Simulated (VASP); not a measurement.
A run of VASP 6.6.1:

Contents of INCAR:

```
SYSTEM = AlN
  PREC = Accurate
  ENCUT = 520
  EDIFF = 1E-6
  ISMEAR = -1
  SIGMA = 0.02
  LREAL = .FALSE.
  LASPH = .TRUE.
  NELM = 100
  ALGO = Normal
  ISIF = 2
  LWAVE = .FALSE.
  LCHARG = .TRUE.
  GGA = PE
  LELF = .TRUE.
  LVHAR = .TRUE.
  NBANDS = 11
```

Contents of KPOINTS:

```
Automatic mesh
0
G
  10 10 10
  0 0 0
```

POSCAR

```
AlN
1.0
    0.0000000000      1.9910997195      1.9910997195
    1.9910997195      0.0000000000      1.9910997195
    1.9910997195      1.9910997195      0.0000000000
Al N
1 1
Direct
    0.0000000000      0.0000000000      0.0000000000
    0.5000000000      0.5000000000      0.5000000000
```

Potentials or basis: VASP PAW PBE potentials, release 64 (Al, N).

Run with:

```sh
$ cat potpaw_PBE.64/Al/POTCAR potpaw_PBE.64/N/POTCAR > POTCAR
$ mpirun -np 1 vasp_std > vasp.out
```

Hardware: 1 thread of AMD EPYC 9R45 (Zen 5) (shared host).

Question: Estimate the wall time of this run.

Answer: Run time: 11 s on 1 thread of AMD EPYC 9R45 (Zen 5), with other jobs on the host, peak memory 0.1 GiB. Counts: scf iterations 12, k points 47.
